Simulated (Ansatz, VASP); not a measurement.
**MgC2 in VASP and in Ansatz**

```
Mg C
1.0
     5.51954    0.00000    0.00000
    -2.75977    4.78007    0.00000
     0.00000    0.00000    5.27247
Mg C
1 2
Direct
  0.00000 0.00000 0.50000
  0.00000 0.00000 0.11758
  0.00000 0.00000 0.88242
```

Alike in both runs: task relaxation of cell and atoms; functional PBE; k mesh 6 × 6 × 4; occupations gaussian, width 0.02 eV; no spin polarisation.

|  | VASP | Ansatz |
| --- | --- | --- |
| version | VASP 6.6.1 | Ansatz 0.2.0 |
| potentials or method | VASP PAW PBE potentials, release 64 (Mg, C), cutoff 600 eV | scalar-relativistic, plane waves, PAW |
| valence electrons in the cell | 10 | 18 |

```tsv
	VASP	Ansatz	Ansatz less VASP
gap on the k mesh at the Fermi level, each at its own relaxed structure (eV)	3.90	3.98	+0.075
relaxed volume (Å³/atom)	64.28	69.48	+5.204
relaxed cell length with the largest relative difference (Å)	6.494	6.752	+0.2583
```

One of these differences is far larger than is usual between the two programs; its cause wasn't traced. VASP's potentials hold 10 valence electrons a cell and Ansatz's 18, so a difference there can come from the potentials and not from the codes. Ansatz's warnings: xc potential rough in thin density.

Noted on VASP's run: the volume moved by over 15 % at a fixed basis, so the end points are rough.
